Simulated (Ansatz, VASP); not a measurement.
## PbS in VASP and in Ansatz

File POSCAR:

```
PbS
1.0
    2.1119725129      1.2193478988      3.4508715040
   -2.1119725129      1.2193478988      3.4508715040
    0.0000000000     -2.4386957977      3.4508715040
Pb S
1 1
Direct
    0.9781509158      0.9781509158      0.9781509158
    0.4774504142      0.4774504142      0.4774504142
```

File INCAR.step1:

```
PREC     = Accurate       # precision mode
ENCUT    = 520            # plane-wave cutoff, eV
ISMEAR   = 0              # smearing method
SIGMA    = 0.05           # smearing width, eV
LREAL    = False          # projectors in reciprocal space
LASPH    = True           # aspherical terms in the spheres
NELM     = 60             # most SCF steps
NBANDS   = 17             # bands
GGA      = PE             # functional
ALGO     = Normal         # electronic algorithm
EDIFF    = 1E-4           # SCF threshold, eV
LWAVE    = True           # write WAVECAR
LCHARG   = False          # write CHGCAR
```

File INCAR.step2:

```
PREC     = Accurate       # precision mode
ENCUT    = 520            # plane-wave cutoff, eV
EDIFF    = 1E-6           # SCF threshold, eV
ISMEAR   = 0              # smearing method
SIGMA    = 0.05           # smearing width, eV
LREAL    = False          # projectors in reciprocal space
LASPH    = True           # aspherical terms in the spheres
NELM     = 60             # most SCF steps
ALGO     = Normal         # electronic algorithm
ISIF     = 2              # what is computed and relaxed
LWAVE    = False          # write WAVECAR
LCHARG   = False          # write CHGCAR
METAGGA  = R2SCAN         # meta-GGA
LMIXTAU  = True         
NBANDS   = 17             # bands
ISTART   = 1
```

Contents of KPOINTS:

```
regular mesh
0
Gamma
  9 9 9
```

Input for Ansatz:

```yaml
crystal:
  lattice:
    - [2.1119725129, 1.2193478988, 3.450871504]
    - [-2.1119725129, 1.2193478988, 3.450871504]
    - [0.0, -2.4386957977, 3.450871504]
  atoms:
    - { symbol: Pb, position: [0.9781509158, 0.9781509158, 0.9781509158] }
    - { symbol: S, position: [0.4774504142, 0.4774504142, 0.4774504142] }
basis:
  ecutwfc: 500
kpoints:
  mp_grid: { grid: [9, 9, 9] }
hamiltonian:
  xc: r2scan
scf:
  occupations: { method: gaussian, width: 0.05 }
output:
  forces: true
  stress: true
  eigenvalues: true
```

Alike in both runs: task single point; functional r2SCAN; k mesh 9 × 9 × 9; occupations gaussian, width 0.05 eV; no spin polarisation.

|  | VASP | Ansatz |
| --- | --- | --- |
| version | VASP 6.6.1 | Ansatz 0.2.0 |
| potentials or method | VASP PAW PBE potentials, release 64 (Pb_d, S), cutoff 520 eV | scalar-relativistic, plane waves, PAW |
| valence electrons in the cell | 20 | 20 |

```tsv
	VASP	Ansatz	Ansatz less VASP
pressure (GPa)	0.0	0.0	+0.03
```

VASP's potentials were made for PBE, not for r2SCAN.

Neither program's run includes spin-orbit coupling.
